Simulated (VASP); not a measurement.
Write the native input for VASP 6.6.1 that does the following.

| Quantity | Value |
| --- | --- |
| Task | single point |
| Functional | PBE |
| Potentials or basis | VASP PAW PBE potentials, release 64 (B) |
| Cutoff | 500 eV |
| k mesh | 4 × 4 × 4 |
| Occupations | fermi-dirac, width 0.1 eV |
| Spin | no spin polarisation |
| Dipole correction | no |
| Further INCAR settings | ALGO = Normal; EDIFF = 1e-06; NBANDS = 10 |

The structure of B lies in POSCAR:

```
B
1.0
   -2.0257088134      0.0000000000      2.0257088134
    0.0000000000      2.0257088134      2.0257088134
   -2.0257088134      2.0257088134      0.0000000000
B
2
Direct
    0.0000000000      0.0000000000      0.0000000000
    0.2500000000      0.2500000000      0.2500000000
```

One way to write it, as run:

INCAR

```
SYSTEM = B
PREC     = Accurate       ! precision mode
ENCUT    = 500            ! plane-wave cutoff, eV
EDIFF    = 1E-6           ! SCF threshold, eV
ISMEAR   = -1             ! smearing method
SIGMA    = 0.1            ! smearing width, eV
LREAL    = .False.        ! projectors in reciprocal space
LASPH    = .True.         ! aspherical terms in the spheres
NELM     = 120            ! most SCF steps
ALGO     = Normal         ! electronic algorithm
ISIF     = 2              ! what is computed and relaxed
LWAVE    = .False.        ! write WAVECAR
LCHARG   = .False.        ! write CHGCAR
GGA      = PE             ! functional
NBANDS   = 10             ! bands
GGA_COMPAT= .False.
```

KPOINTS

```
Automatic mesh
0
Gamma
  4 4 4
  0 0 0
```

Potentials or basis: VASP PAW PBE potentials, release 64 (B).

The run is started by

```bash
$ cat potpaw_PBE.64/B/POTCAR > POTCAR
$ mpirun -np 1 vasp_std > vasp.out
```

Results of the run:

- Pressure: -0.5 GPa
- Band gap on the k mesh: zero (band 3 reaches 7.78 eV, above the bottom of band 4 at 0.61 eV)

Caveat: the k points lie up to 0.67 Å⁻¹ apart.

It took 2.6 s on 1 thread of Intel(R) Xeon(R) Platinum 8488C (Sapphire Rapids), on a shared host, peak memory 0.12 GiB.
